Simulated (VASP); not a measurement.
# CoGe3 (Pm-3m) in VASP: single point with PBE

Aim: the single point of CoGe3 with PBE.

Everything below comes from runs of VASP 6.6.1. Logs are shortened: lines on timing, memory, paths and dates and some standing lists are left out, and cuts for length are marked.

## (1) The cell of the first run

It takes space group Pm-3m (No. 221, cubic). Conventional cell: a = 3.992 Å, b = 3.992 Å, c = 3.992 Å, α = 90.00°, β = 90.00°, γ = 90.00°. Ge (site symmetry 4/mmm) has 8 Ge at 2.82 Å and 4 Co at 2.82 Å within 3.7 Å. Within 3.7 Å of Co (site symmetry m-3m) lie 12 Ge at 2.82 Å.

## (2) Single point, PBE, collinear spin, ferrimagnetic start

INCAR reads:

```
PREC     = Accurate       # precision mode
ENCUT    = 520            # plane-wave cutoff, eV
EDIFF    = 1E-6           # SCF threshold, eV
ISMEAR   = 0              # smearing method
SIGMA    = 0.1            # smearing width, eV
LREAL    = F              # projectors in reciprocal space
LASPH    = T              # aspherical terms in the spheres
NELM     = 150            # most SCF steps
ALGO     = Normal         # electronic algorithm
ISIF     = 2              # what is computed and relaxed
LWAVE    = F              # write WAVECAR
LCHARG   = F              # write CHGCAR
ISPIN    = 2              # spin polarisation
MAGMOM   = -0.01 -0.01 -0.01 0.91 # initial moments
LORBIT   = 11             # projections on sites
NUPDOWN  = 0.75           # fixed moment
LMAXMIX  = 4              # l up to which the mixer works
GGA      = PE             # functional
NBANDS   = 38             # bands
```

KPOINTS reads:

```
regular mesh
0
Gamma
  10 10 10
```

POSCAR reads:

```
CoGe3
1.0
    3.9922210267      0.0000000000      0.0000000000
    0.0000000000      3.9922210267      0.0000000000
    0.0000000000      0.0000000000      3.9922210267
Ge Co
3 1
Direct
    0.0000000000      0.5000000000      0.5000000000
    0.5000000000      0.0000000000      0.5000000000
    0.5000000000      0.5000000000      0.0000000000
    0.0000000000      0.0000000000      0.0000000000
```

Potentials or basis: VASP PAW PBE potentials, release 64 (Ge_d, Co).

Started as:

```sh
cat potpaw_PBE.64/Ge_d/POTCAR potpaw_PBE.64/Co/POTCAR > POTCAR
mpirun -np 1 vasp_std > vasp.out
```

OUTCAR:

```text
PREC = Accurate
   ENCUT = 520
   EDIFF = 1E-6
   ISMEAR = 0
   LREAL = F
   LASPH = T
   NELM = 150
   ISIF = 2
   ISPIN = 2
   LORBIT = 11
   NUPDOWN = 0.75
   GGA = PE

 ion  position               nearest neighbor table
   1  0.000  0.500  0.500-   2 2.82   3 2.82   4 2.82   3 2.82   4 2.82   2 2.82   4 2.82   4 2.82
                             2 2.82   3 2.82   3 2.82   2 2.82
   2  0.500  0.000  0.500-   1 2.82   3 2.82   4 2.82   3 2.82   4 2.82   1 2.82   3 2.82   3 2.82
                             1 2.82   4 2.82   4 2.82   1 2.82
   3  0.500  0.500  0.000-   1 2.82   2 2.82   4 2.82   1 2.82   2 2.82   2 2.82   4 2.82   2 2.82
                             1 2.82   4 2.82   1 2.82   4 2.82
   4  0.000  0.000  0.000-   1 2.82   2 2.82   3 2.82   1 2.82   2 2.82   1 2.82   3 2.82   1 2.82
                             2 2.82   3 2.82   2 2.82   3 2.82

  LATTYP: Found a simple cubic cell.
 ALAT       =     3.9922210267

  Lattice vectors:

 A1 = (   3.9922210267,   0.0000000000,   0.0000000000)
 A2 = (   0.0000000000,   3.9922210267,   0.0000000000)
 A3 = (   0.0000000000,   0.0000000000,   3.9922210267)

Analysis of symmetry for initial positions (statically):
=====================================================================
 Subroutine PRICEL returns:
 Original cell was already a primitive cell.

 Routine SETGRP: Setting up the symmetry group for a
 simple cubic supercell.

 Subroutine GETGRP returns: Found 48 space group operations
[... 9 lines left out ...]

 Routine SETGRP: Setting up the symmetry group for a
 simple cubic supercell.

 Subroutine GETGRP returns: Found 48 space group operations
 (whereof 48 operations were pure point group operations)
 out of a pool of 48 trial point group operations.

The dynamic configuration has the point symmetry O_h .

Analysis of structural, dynamic, and magnetic symmetry:
=====================================================================
 Subroutine PRICEL returns:
 Original cell was already a primitive cell.

 Routine SETGRP: Setting up the symmetry group for a
 simple cubic supercell.

 Subroutine GETGRP returns: Found 48 space group operations
 (whereof 48 operations were pure point group operations)
 out of a pool of 48 trial point group operations.

The overall configuration has the point symmetry O_h .

 Subroutine INISYM returns: Found 48 space group operations
[... 5 lines left out ...]
                                     Primitive cell

  volume of cell :      63.6273

  direct lattice vectors                    reciprocal lattice vectors
     3.992221027  0.000000000  0.000000000     0.250487133  0.000000000  0.000000000
     0.000000000  3.992221027  0.000000000     0.000000000  0.250487133  0.000000000
     0.000000000  0.000000000  3.992221027     0.000000000  0.000000000  0.250487133

  length of vectors
     3.992221027  3.992221027  3.992221027     0.250487133  0.250487133  0.250487133

  position of ions in fractional coordinates (direct lattice)
     0.000000000  0.500000000  0.500000000
     0.500000000  0.000000000  0.500000000
     0.500000000  0.500000000  0.000000000
     0.000000000  0.000000000  0.000000000

  ion indices of the primitive-cell ions
   primitive index   ion index
                 1           1
                 2           2
                 3           3
                 4           4

----------------------------------------------------------------------------------------

 KPOINTS: regular mesh

Automatic generation of k-mesh.
 Grid dimensions read from file:
 generate k-points for:   10   10   10

 Generating k-lattice:

  Cartesian coordinates                     Fractional coordinates (reciprocal lattice)
     0.025048713  0.000000000  0.000000000     0.100000000  0.000000000  0.000000000
     0.000000000  0.025048713  0.000000000     0.000000000  0.100000000  0.000000000
     0.000000000  0.000000000  0.025048713     0.000000000  0.000000000  0.100000000

  Length of vectors
     0.025048713  0.025048713  0.025048713

  Shift w.r.t. Gamma in fractional coordinates (k-lattice)
     0.000000000  0.000000000  0.000000000

 Subroutine IBZKPT returns following result:
 ===========================================

 Found     56 irreducible k-points:

 Following reciprocal coordinates:
            Coordinates               Weight
  0.000000  0.000000  0.000000      1.000000
  0.100000  0.000000  0.000000      6.000000
  0.200000  0.000000  0.000000      6.000000
  0.300000  0.000000  0.000000      6.000000
  0.400000  0.000000  0.000000      6.000000
  0.500000  0.000000  0.000000      3.000000
[... 16 lines left out ...]
  0.200000  0.100000  0.100000     24.000000
  0.300000  0.100000  0.100000     24.000000
 [... further k-points ...]
   k-points           NKPTS =     56   k-points in BZ     NKDIM =     56   number of bands    NBANDS=     38
   number of dos      NEDOS =    301   number of ions     NIONS =      4
   total plane-waves  NPLWV =  27000
   dimension x,y,z NGX =    30 NGY =   30 NGZ =   30
   dimension x,y,z NGXF=    60 NGYF=   60 NGZF=   60
   ions per type =               3   1
   NGX,Y,Z   is equivalent  to a cutoff of  12.49, 12.49, 12.49 a.u.
   NGXF,Y,Z  is equivalent  to a cutoff of  24.99, 24.99, 24.99 a.u.
 SYSTEM =  unknown system
   PREC   = accura    normal or accurate (medium, high low for compatibility)
   ISTART =      0    job   : 0-new  1-cont  2-samecut
   ICHARG =      2    charge: 1-file 2-atom 10-const
   ISPIN  =      2    spin polarized calculation?
   LNONCOLLINEAR =      F non collinear calculations
   LSORBIT =      F    spin-orbit coupling
   LASPH  =      T    aspherical Exc in radial PAW
   ENCUT  =  520.0 eV  38.22 Ry    6.18 a.u.   7.42  7.42  7.42*2*pi/ulx,y,z
   NELM   =    150;   NELMIN=  2; NELMDL= -5     # of ELM steps
   EDIFF  = 0.1E-05   stopping-criterion for ELM
   LREAL  =      F    real-space projection
   EDIFFG = 0.1E-04   stopping-criterion for IOM
   NSW    =      0    number of steps for IOM
   IBRION =     -1    ionic relax: 0-MD 1-quasi-New 2-CG
   NFREE  =      0    steps in history (QN), initial steepest desc. (CG)
   ISIF   =      2    stress and relaxation
   ISYM   =      2    0-nonsym 1-usesym 2-fastsym
   POTIM  = 0.5000    time-step for ionic-motion
   TEBEG  =    0.0;   TEEND  =   0.0 temperature during run
   PSTRESS=    0.0 pullay stress
   NELECT =      51.0000    total number of electrons
   NUPDOWN=       0.7500    fix difference up-down
   EMIN   =  10.00;   EMAX   =-10.00  energy-range for DOS
   EFERMI =   0.00;   METHOD = LEGACY
   ISMEAR =     0;   SIGMA  =   0.10  broadening in eV -4-tet -1-fermi 0-gaus
   EFERMI_NEDOS =   21; number of points for ismear=-14 and -15
   IALGO  =     38    algorithm
   IMIX   =      4    mixing-type and parameters
     AMIX     =   0.40;   BMIX     =  1.00
     AMIX_MAG =   1.60;   BMIX_MAG =  1.00
  volume/ion in A,a.u.               =      15.91       107.34
  Fermi-wavevector in a.u.,A,eV,Ry     =   1.520724  2.873751 31.464841  2.312601
  Thomas-Fermi vector in A             =   2.629536
   LORBIT       =     11    0 simple, 1 ext, 2 COOP (PROOUT), +10 PAW based schemes
   GGA     = PE    functional components
   LHFCALC =     F    Hartree Fock is set to
   AEXX    =    0.0000 exact exchange contribution
   IVDW    =     0    specifies the selected vdW correction
   LEPSILON=     F    determine dielectric tensor
   LRPA    =     F    only Hartree local field effects (RPA)
 spin polarized calculation
 Gauss-broadening in eV      SIGMA  =   0.10
  energy-cutoff  :      520.00
  volume of cell :       63.63
 maximum number of plane-waves:      1743
 NGX is ok and might be reduce to    30
   NGX = 15   NGY = 15   NGZ = 15

 number of electron      50.9999951 magnetization       0.7499962

 Free energy of the ion-electron system (eV)
  ---------------------------------------------------
  ext. energy  EPLUGINS =         0.00000000
  ---------------------------------------------------
  free energy    TOTEN  =       -18.95422258 eV

  energy without entropy =      -18.93591590  energy(sigma->0) =      -18.94506924

 E-fermi :   8.1241     XC(G=0): -11.9602

 val. band max:        8.1177844444   @ k =   0.5000   0.3000   0.2000
 cond. band min:       8.0691480061   @ k =   0.5000   0.5000   0.0000
 fundamental gap:     -0.0486364384
 Fermi energy:         8.0615560199

 spin component 1

 k-point     1 :       0.0000    0.0000    0.0000
  band No.  band energies     occupation
      1     -16.8182      1.00000
      2     -16.8173      1.00000
      3     -16.8173      1.00000
      4     -16.8173      1.00000
      5     -16.7065      1.00000
      6     -16.7065      1.00000
[... 29 lines left out ...]
     36      16.8831      0.00000
     37      17.2904      0.00000
[... 918 lines left out ...]
     36      19.2528      0.00000
     37      19.7384      0.00000

 [... further k-points ...]

 spin component 2

 k-point     1 :       0.0000    0.0000    0.0000
  band No.  band energies     occupation
      1     -16.8167      1.00000
      2     -16.8167      1.00000
      3     -16.8167      1.00000
      4     -16.8155      1.00000
      5     -16.7098      1.00000
      6     -16.7098      1.00000
[... 29 lines left out ...]
     36      16.9497      0.00000
     37      17.3203      0.00000
[... 918 lines left out ...]
     36      19.3162      0.00000
     37      19.7536      0.00000

 [... further k-points ...]

 [bands above 37 left out]

------------------------ aborting loop because EDIFF is reached ----------------------------------------

  FORCE on cell =-STRESS in cart. coord.  units (eV):
  Direction    XX          YY          ZZ          XY          YZ          ZX
  --------------------------------------------------------------------------------------
  -------------------------------------------------------------------------------------
  Total        0.3303256      0.3303256      0.3303256      0.0000000     -0.0000000     -0.0000000
  in kB        8.3178104      8.3178104      8.3178104      0.0000000     -0.0000000     -0.0000000
  external PRESSURE =       8.3178104 kB  Pullay stress =       0.0000000 kB

 VOLUME and BASIS-vectors are now :
 -----------------------------------------------------------------------------
  energy-cutoff  :      520.00
  volume of cell :       63.63
      direct lattice vectors                 reciprocal lattice vectors
     3.992221027  0.000000000  0.000000000     0.250487133  0.000000000  0.000000000
     0.000000000  3.992221027  0.000000000     0.000000000  0.250487133  0.000000000
     0.000000000  0.000000000  3.992221027     0.000000000  0.000000000  0.250487133

 POSITION                                       TOTAL-FORCE (eV/Angst)
 -----------------------------------------------------------------------------------
      0.00000      1.99611      1.99611         0.000000      0.000000      0.000000
      1.99611      0.00000      1.99611         0.000000      0.000000      0.000000
      1.99611      1.99611      0.00000         0.000000      0.000000      0.000000
      0.00000      0.00000      0.00000         0.000000      0.000000      0.000000
 -----------------------------------------------------------------------------------
    total drift:                                0.000000      0.000000     -0.000000

  FREE ENERGIE OF THE ION-ELECTRON SYSTEM (eV)
  ---------------------------------------------------
  free  energy   TOTEN  =       -18.9542225768 eV

  energy  without entropy=      -18.9359159036  energy(sigma->0) =      -18.94506924

 total charge

# of ion       s       p       d       tot
------------------------------------------
    1        1.233   0.983  10.052  12.269
    2        1.233   0.983  10.052  12.269
    3        1.233   0.983  10.052  12.269
    4        0.340   0.253   7.417   8.010
--------------------------------------------------
tot          4.040   3.203  37.573  44.816

 magnetization (x)

# of ion       s       p       d       tot
------------------------------------------
    1        0.007  -0.014  -0.002  -0.009
    2        0.007  -0.014  -0.002  -0.009
    3        0.007  -0.014  -0.002  -0.009
    4        0.004   0.006   0.804   0.815
--------------------------------------------------
tot          0.024  -0.036   0.799   0.787
```

It used 690 s of CPU time on 1 thread of AMD EPYC 7R13 Processor (Zen 3), with other jobs on the host.

Results:

```yaml
Free_energy: -18.9542 eV
Pressure: 0.8 GPa
Net_moment: 0.75 μB per cell
Site_moments: Ge -0.01; Co +0.81 μB
Valence_electrons_inside_the_program's_atomic_spheres: Ge 12.27; Co 8.01
```

Caveat: the total moment is fixed, so each spin has its own Fermi level.
